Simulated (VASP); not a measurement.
# ZnS (P6_3mc) in VASP: further runs

Runs on ZnS. Level: LDA. Tasks: single point, relaxation of cell and atoms.

Everything below comes from runs of VASP 6.6.1. Logs are shortened: lines on timing, memory, paths and dates and some standing lists are left out, and cuts for length are marked.

**1. The cell of the first run**

Symmetry: P6_3mc, No. 186, hexagonal system. The conventional cell has a = 3.738 Å, b = 3.738 Å, c = 6.143 Å, α = 90.00°, β = 90.00°, γ = 120.00°. Within 3.0 Å of Zn (site symmetry 3m) lie 4 S at 2.29 to 2.30 Å. S (site symmetry 3m) has 4 Zn at 2.29 to 2.30 Å within 3.0 Å.

**2. Single point, LDA**

Contents of INCAR:

```
ALGO = Normal
EDIFF = 1E-6
ENCUT = 520
ISIF = 2
ISMEAR = 0
LASPH = True
LCHARG = False
LREAL = False
LWAVE = False
NBANDS = 26
NELM = 60
PREC = Accurate
SIGMA = 0.02
```

Contents of KPOINTS:

```
k-points
0
Gamma
  9 9 6
```

Contents of POSCAR:

```
ZnS
1.0
    3.7382076424      0.0000000000      0.0000000000
   -1.8691038212      3.2373827830      0.0000000000
    0.0000000000      0.0000000000      6.1430143837
Zn S
2 2
Direct
    0.3333333333      0.6666666667      0.0055888718
    0.6666666667      0.3333333333      0.5055888718
    0.3333333333      0.6666666667      0.3794111282
    0.6666666667      0.3333333333      0.8794111282
```

Potentials or basis: VASP PAW LDA potentials, release 64 (Zn, S).

Started as:

```bash
cat potpaw_LDA.64/Zn/POTCAR potpaw_LDA.64/S/POTCAR > POTCAR
mpirun -np 1 vasp_std > vasp.out
```

OUTCAR:

```text
EDIFF = 1E-6
   ENCUT = 520
   ISIF = 2
   ISMEAR = 0
   LASPH = True
   LREAL = False
   NELM = 60
   PREC = Accurate

 ion  position               nearest neighbor table
   1  0.333  0.667  0.006-   4 2.29   4 2.29   4 2.29   3 2.30
   2  0.667  0.333  0.506-   3 2.29   3 2.29   3 2.29   4 2.30
   3  0.333  0.667  0.379-   2 2.29   2 2.29   2 2.29   1 2.30
   4  0.667  0.333  0.879-   1 2.29   1 2.29   1 2.29   2 2.30

  LATTYP: Found a hexagonal cell.
 ALAT       =     3.7382076424
 C/A-ratio  =     1.6433047523

  Lattice vectors:

 A1 = (   3.7382076424,   0.0000000000,   0.0000000000)
 A2 = (  -1.8691038212,   3.2373827830,   0.0000000000)
 A3 = (   0.0000000000,   0.0000000000,   6.1430143837)

Analysis of symmetry for initial positions (statically):
=====================================================================
 Subroutine PRICEL returns:
 Original cell was already a primitive cell.

 Routine SETGRP: Setting up the symmetry group for a
 hexagonal supercell.

 Subroutine GETGRP returns: Found 12 space group operations
 (whereof  6 operations were pure point group operations)
 out of a pool of 24 trial point group operations.

The static configuration has the point symmetry C_3v.
 The point group associated with its full space group is C_6v.

Analysis of symmetry for dynamics (positions and initial velocities):
=====================================================================
 Subroutine PRICEL returns:
 Original cell was already a primitive cell.

 Routine SETGRP: Setting up the symmetry group for a
 hexagonal supercell.

 Subroutine GETGRP returns: Found 12 space group operations
 (whereof  6 operations were pure point group operations)
 out of a pool of 24 trial point group operations.

The dynamic configuration has the point symmetry C_3v.
 The point group associated with its full space group is C_6v.

 Subroutine INISYM returns: Found 12 space group operations
 (whereof  6 operations are pure point group operations),
 and found     1 'primitive' translations

----------------------------------------------------------------------------------------

                                     Primitive cell

  volume of cell :      74.3428

  direct lattice vectors                    reciprocal lattice vectors
     3.738207642  0.000000000  0.000000000     0.267507880  0.154445746  0.000000000
    -1.869103821  3.237382783  0.000000000     0.000000000  0.308891493  0.000000000
     0.000000000  0.000000000  6.143014384     0.000000000  0.000000000  0.162786531
[... 89 lines left out ...]
   LREAL  =      F    real-space projection
   EDIFFG = 0.1E-04   stopping-criterion for IOM
   NSW    =      0    number of steps for IOM
   IBRION =     -1    ionic relax: 0-MD 1-quasi-New 2-CG
   NFREE  =      0    steps in history (QN), initial steepest desc. (CG)
   ISIF   =      2    stress and relaxation
   ISYM   =      2    0-nonsym 1-usesym 2-fastsym
   POTIM  = 0.5000    time-step for ionic-motion
   TEBEG  =    0.0;   TEEND  =   0.0 temperature during run
   PSTRESS=    0.0 pullay stress
   NELECT =      36.0000    total number of electrons
   NUPDOWN=      -1.0000    fix difference up-down
   EMIN   =  10.00;   EMAX   =-10.00  energy-range for DOS
   EFERMI =   0.00;   METHOD = LEGACY
   ISMEAR =     0;   SIGMA  =   0.02  broadening in eV -4-tet -1-fermi 0-gaus
   EFERMI_NEDOS =   21; number of points for ismear=-14 and -15
   IALGO  =     38    algorithm
   IMIX   =      4    mixing-type and parameters
     AMIX     =   0.40;   BMIX     =  1.00
     AMIX_MAG =   1.60;   BMIX_MAG =  1.00
  volume/ion in A,a.u.               =      18.59       125.42
  Fermi-wavevector in a.u.,A,eV,Ry     =   1.285571  2.429377 22.486243  1.652692
  Thomas-Fermi vector in A             =   2.417697
   LORBIT       =      0    0 simple, 1 ext, 2 COOP (PROOUT), +10 PAW based schemes
   GGA     = CA    functional components
   LHFCALC =     F    Hartree Fock is set to
   AEXX    =    0.0000 exact exchange contribution
   IVDW    =     0    specifies the selected vdW correction
   LEPSILON=     F    determine dielectric tensor
   LRPA    =     F    only Hartree local field effects (RPA)
 non-spin polarized calculation
 Gauss-broadening in eV      SIGMA  =   0.02
  energy-cutoff  :      520.00
  volume of cell :       74.34
 maximum number of plane-waves:      2034
 NGX is ok and might be reduce to    28
   NGX = 13   NGY = 13   NGZ = 23

 number of electron      36.0000015 magnetization

 Free energy of the ion-electron system (eV)
  ---------------------------------------------------
  ext. energy  EPLUGINS =         0.00000000
  ---------------------------------------------------
  free energy    TOTEN  =       -16.40286782 eV

  energy without entropy =      -16.40286782  energy(sigma->0) =      -16.40286782

 E-fermi :   2.6813     XC(G=0): -10.3088

 val. band max:        2.5316096169   @ k =   0.0000   0.0000   0.0000
 cond. band min:       4.7575532754   @ k =   0.0000   0.0000   0.0000
 fundamental gap:      2.2259436585
 Fermi energy:         2.6813338187

 k-point     1 :       0.0000    0.0000    0.0000
  band No.  band energies     occupation
      1     -11.0437      2.00000
      2      -9.9765      2.00000
      3      -4.2368      2.00000
      4      -4.2166      2.00000
      5      -4.2166      2.00000
      6      -4.1274      2.00000
[... 685 lines left out ...]
     25      12.5702      0.00000
     26      12.6954      0.00000

 [... further k-points ...]

------------------------ aborting loop because EDIFF is reached ----------------------------------------

  FORCE on cell =-STRESS in cart. coord.  units (eV):
  Direction    XX          YY          ZZ          XY          YZ          ZX
  --------------------------------------------------------------------------------------
  -------------------------------------------------------------------------------------
  Total        0.1074686      0.1074686      0.1125445      0.0000000      0.0000000      0.0000000
  in kB        2.3160774      2.3160774      2.4254692      0.0000000      0.0000000      0.0000000
  external PRESSURE =       2.3525414 kB  Pullay stress =       0.0000000 kB

 VOLUME and BASIS-vectors are now :
 -----------------------------------------------------------------------------
  energy-cutoff  :      520.00
  volume of cell :       74.34
      direct lattice vectors                 reciprocal lattice vectors
     3.738207642  0.000000000  0.000000000     0.267507880  0.154445746  0.000000000
    -1.869103821  3.237382783  0.000000000     0.000000000  0.308891493  0.000000000
     0.000000000  0.000000000  6.143014384     0.000000000  0.000000000  0.162786531

 POSITION                                       TOTAL-FORCE (eV/Angst)
 -----------------------------------------------------------------------------------
     -0.00000      2.15826      0.03433        -0.000000     -0.000000      0.000691
      1.86910      1.07913      3.10584        -0.000000      0.000000      0.000691
     -0.00000      2.15826      2.33073         0.000000      0.000000     -0.000691
      1.86910      1.07913      5.40224        -0.000000     -0.000000     -0.000691
 -----------------------------------------------------------------------------------
    total drift:                               -0.000001     -0.000001     -0.000673

  FREE ENERGIE OF THE ION-ELECTRON SYSTEM (eV)
  ---------------------------------------------------
  free  energy   TOTEN  =       -16.4028678226 eV

  energy  without entropy=      -16.4028678226  energy(sigma->0) =      -16.40286782
```

Wall time 36 s (1 thread of Intel Xeon Platinum 8488C (Sapphire Rapids), shared host); peak memory 0.21 GiB.

What came out:

| Property | Result |
| --- | --- |
| Free energy | -16.4029 eV |
| Pressure | 0.2 GPa |
| Band gap on the k mesh | 2.23 eV |

Levels at points of the mesh, in eV from the valence-band top:
```tsv
k point	band 16	band 17	band 18	band 19	band 20	band 21
(0.00, 0.00, 0.00)	-0.10	0.00	0.00	2.23	3.02	6.12
(0.00, 0.00, 0.50)	-0.52	-0.52	-0.52	3.53	3.53	6.61
```

**3. Relaxation of cell and atoms, LDA**

This run uses another cell than the first one, of 20.19 Å³/atom.

Contents of INCAR:

```
SYSTEM = ZnS
ALGO = Normal ; EDIFF = 1E-7
EDIFFG = -0.005 ; ENCUT = 600
GGA = CA ; IBRION = 2
ISIF = 3 ; ISMEAR = 0
LASPH = .TRUE. ; LCHARG = .FALSE.
LREAL = .FALSE. ; LWAVE = .FALSE.
NELM = 60 ; NSW = 70
PREC = Accurate ; SIGMA = 0.02
```

Contents of KPOINTS:

```
k-points
0
G
  9 9 6
  0 0 0
```

Contents of POSCAR:

```
ZnS
1.0
    3.8455096032      0.0000000000      0.0000000000
   -1.9227548016      3.3303090069      0.0000000000
    0.0000000000      0.0000000000      6.3052911691
Zn S
2 2
Direct
    0.3333333333      0.6666666667      0.0052193967
    0.6666666667      0.3333333333      0.5052193967
    0.3333333333      0.6666666667      0.3797806033
    0.6666666667      0.3333333333      0.8797806033
```

Potentials or basis: VASP PAW LDA potentials, release 64 (Zn, S).

Started as:

```bash
cat potpaw_LDA.64/Zn/POTCAR potpaw_LDA.64/S/POTCAR > POTCAR
mpirun -np 1 vasp_std > vasp.out
```

OUTCAR:

```text
SYSTEM = ZnS
   EDIFF = 1E-7
   EDIFFG = -0.005
   ENCUT = 600
   GGA = CA
   IBRION = 2
   ISIF = 3
   ISMEAR = 0
   LASPH = .TRUE.
   LREAL = .FALSE.
   NELM = 60
   NSW = 70
   PREC = Accurate

 ion  position               nearest neighbor table
   1  0.333  0.667  0.005-   4 2.36   4 2.36   4 2.36   3 2.36
   2  0.667  0.333  0.505-   3 2.36   3 2.36   3 2.36   4 2.36
   3  0.333  0.667  0.380-   2 2.36   2 2.36   2 2.36   1 2.36
   4  0.667  0.333  0.880-   1 2.36   1 2.36   1 2.36   2 2.36

  LATTYP: Found a hexagonal cell.
 ALAT       =     3.8455096032
 C/A-ratio  =     1.6396503506

  Lattice vectors:

 A1 = (   3.8455096032,   0.0000000000,   0.0000000000)
 A2 = (  -1.9227548016,   3.3303090069,   0.0000000000)
 A3 = (   0.0000000000,   0.0000000000,   6.3052911691)

Analysis of symmetry for initial positions (statically):
=====================================================================
[... 185 lines left out ...]
 cond. band min:       3.5805701931   @ k =   0.0000   0.0000   0.0000
 fundamental gap:      1.8516218512
 Fermi energy:         1.8361666397

 k-point     1 :       0.0000    0.0000    0.0000
  band No.  band energies     occupation
      1     -11.2462      2.00000
      2     -10.3330      2.00000
      3      -4.6868      2.00000
      4      -4.6745      2.00000
      5      -4.6745      2.00000
      6      -4.5991      2.00000
[... 856 lines left out ...]
--------------------------------------- Ionic step        8  -------------------------------------------

 number of electron      36.0000011 magnetization

 Free energy of the ion-electron system (eV)
  ---------------------------------------------------
  ext. energy  EPLUGINS =         0.00000000
  ---------------------------------------------------
  free energy    TOTEN  =       -16.40488373 eV

  energy without entropy =      -16.40488373  energy(sigma->0) =      -16.40488373

 E-fermi :   2.6358     XC(G=0): -10.2950

 val. band max:        2.5013755732   @ k =   0.0000   0.0000   0.0000
 cond. band min:       4.7142631425   @ k =   0.0000   0.0000   0.0000
 fundamental gap:      2.2128875693
 Fermi energy:         2.6357930660

 k-point     1 :       0.0000    0.0000    0.0000
  band No.  band energies     occupation
      1     -11.0509      2.00000
      2      -9.9892      2.00000
      3      -4.2540      2.00000
      4      -4.2341      2.00000
      5      -4.2341      2.00000
      6      -4.1454      2.00000
[... 622 lines left out ...]
  FREE ENERGIE OF THE ION-ELECTRON SYSTEM (eV)
  ---------------------------------------------------
  free  energy   TOTEN  =       -16.4048837326 eV

  energy  without entropy=      -16.4048837326  energy(sigma->0) =      -16.40488373

 reached required accuracy - stopping structural energy minimisation
```

OSZICAR:

```text
N       E                     dE             d eps       ncg     rms          rms(c)
DAV:   1     0.248714622214E+03    0.24871E+03   -0.19084E+04  2112   0.217E+03
[... 76 lines left out ...]
       N       E                     dE             d eps       ncg     rms          rms(c)
DAV:   1    -0.164050618375E+02   -0.18852E-03   -0.26537E-03  2490   0.996E-01    0.996E-02
DAV:   2    -0.164049070873E+02    0.15475E-03   -0.68606E-04  2406   0.664E-01    0.384E-02
DAV:   3    -0.164048898177E+02    0.17270E-04   -0.34266E-05  2214   0.451E-02    0.185E-02
DAV:   4    -0.164048845291E+02    0.52886E-05   -0.34433E-06  2812   0.158E-02    0.934E-03
DAV:   5    -0.164048837116E+02    0.81754E-06   -0.69244E-07  2676   0.192E-02    0.134E-03
DAV:   6    -0.164048837326E+02   -0.20975E-07   -0.64266E-07  1962   0.974E-03
   8 F= -.16404884E+02 E0= -.16404884E+02  d E =-.296583E-04
```

CONTCAR:

```text
ZnS
   1.00000000000000
     3.7420134129544707    0.0000000000000000    0.0000000000000000
    -1.8710067064772353    3.2406786769499125    0.0000000000000000
     0.0000000000000000    0.0000000000000000    6.1485085170416207
  Zn              S
     2     2
Direct
     0.3333333332999970    0.6666666667000030    0.0055758423917742
     0.6666666667000030    0.3333333332999970    0.5055758423917743
     0.3333333332999970    0.6666666667000030    0.3794241576082237
     0.6666666667000030    0.3333333332999970    0.8794241576082237

  0.00000000E+00  0.00000000E+00  0.00000000E+00
  0.00000000E+00  0.00000000E+00  0.00000000E+00
  0.00000000E+00  0.00000000E+00  0.00000000E+00
  0.00000000E+00  0.00000000E+00  0.00000000E+00
```

It took 4.2 min on 1 thread of Intel Xeon Platinum 8488C (Sapphire Rapids), shared host; peak memory 0.25 GiB.

What came out:

- Free energy: -16.4049 eV
- Relaxed volume: 18.64 Å³/atom
- Relaxed cell: a = 3.742 Å, b = 3.742 Å, c = 6.149 Å, α = 90.00°, β = 90.00°, γ = 120.00°
- Space group after relaxing (to 0.1 Å): P6_3mc (No. 186)
- Energy gained by relaxing: 29.8 meV/atom
- Ionic steps: 8
- Pressure after relaxing: 0.0 GPa
- Band gap on the k mesh: 2.21 eV

Step by step:
| step | energy change (eV) | largest force (eV/Å) | pressure (GPa) | volume (Å³) |
| --- | --- | --- | --- | --- |
| 1 | 0.0000 | 0.0052 | -5.72 | 80.75 |
| 2 | -0.1045 | 0.0245 | 2.39 | 72.61 |
| 3 | -0.1191 | 0.0160 | 0.02 | 74.55 |
| 4 | -0.1190 | 0.0155 | -0.15 | 74.67 |
| 5 | -0.1191 | 0.0103 | -0.12 | 74.67 |
| 6 | -0.1191 | 0.0031 | -0.10 | 74.65 |
| 7 | -0.1192 | 0.0021 | 0.08 | 74.51 |
| 8 | -0.1192 | 0.0002 | 0.01 | 74.56 |

Final structure:
```
CELL_PARAMETERS angstrom
3.74201 0.00000 0.00000
-1.87101 3.24068 0.00000
0.00000 0.00000 6.14851
ATOMIC_POSITIONS crystal
Zn 0.33333 0.66667 0.00558
Zn 0.66667 0.33333 0.50558
S 0.33333 0.66667 0.37942
S 0.66667 0.33333 0.87942
```

Levels at points of the mesh, in eV from the valence-band top:
| k point | band 16 | band 17 | band 18 | band 19 | band 20 | band 21 |
| --- | --- | --- | --- | --- | --- | --- |
| (0.00, 0.00, 0.00) | -0.10 | 0.00 | 0.00 | 2.21 | 3.01 | 6.13 |
| (0.00, 0.00, 0.50) | -0.52 | -0.52 | -0.52 | 3.52 | 3.52 | 6.61 |

LDA usually gives volumes a few per cent too small. Zero-point motion and thermal expansion aren't in these numbers.
